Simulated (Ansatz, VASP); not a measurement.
Two plane-wave programs on AlGa3N4

```
Al Ga N
1.0
     4.46758    0.00000    0.00000
     0.00000    4.46758    0.00000
     0.00000    0.00000    4.46758
Al Ga N
1 3 4
Direct
  0.00000 0.00000 0.00556
  0.48158 0.50000 0.00357
  0.51842 0.00000 0.50165
  0.00000 0.50000 0.50165
  0.74983 0.74416 0.22805
  0.76026 0.24544 0.74952
  0.23975 0.76595 0.73814
  0.25016 0.24449 0.23941
```

Change from the starting cell: mode 4 frozen in at -0.082 Å and mode 15 at -0.060 Å (largest displacements).

Alike in both runs: task single point; functional PBEsol; k mesh 6 × 6 × 6; occupations gaussian, width 0.05 eV; no spin polarisation.

|  | VASP | Ansatz |
| --- | --- | --- |
| version | VASP 6.6.1 | Ansatz 0.2.0 |
| potentials or method | VASP PAW PBE potentials, release 64 (Al, Ga_d, N), cutoff 520 eV | scalar-relativistic, plane waves, PAW |
| valence electrons in the cell | 62 | 62 |

|  | VASP | Ansatz | Ansatz less VASP |
| --- | --- | --- | --- |
| gap on the k mesh at the Fermi level (eV) | 2.13 | 2.12 | -0.014 |
| least direct gap on the mesh (eV) | 2.13 | 2.12 | -0.014 |
| pressure (GPa) | 0.3 | 0.5 | +0.19 |
| traceless stress, the component that is largest in VASP (GPa) | 3.70 | 3.77 | +0.071 |
| rms of the force components (eV/Å) | 0.570 | 0.575 | +0.0054 |

VASP's potentials were made for PBE, not for PBEsol, and Ansatz warns of the same on its side. Atom by atom the forces differ by 0.008 eV/Å (rms over components).
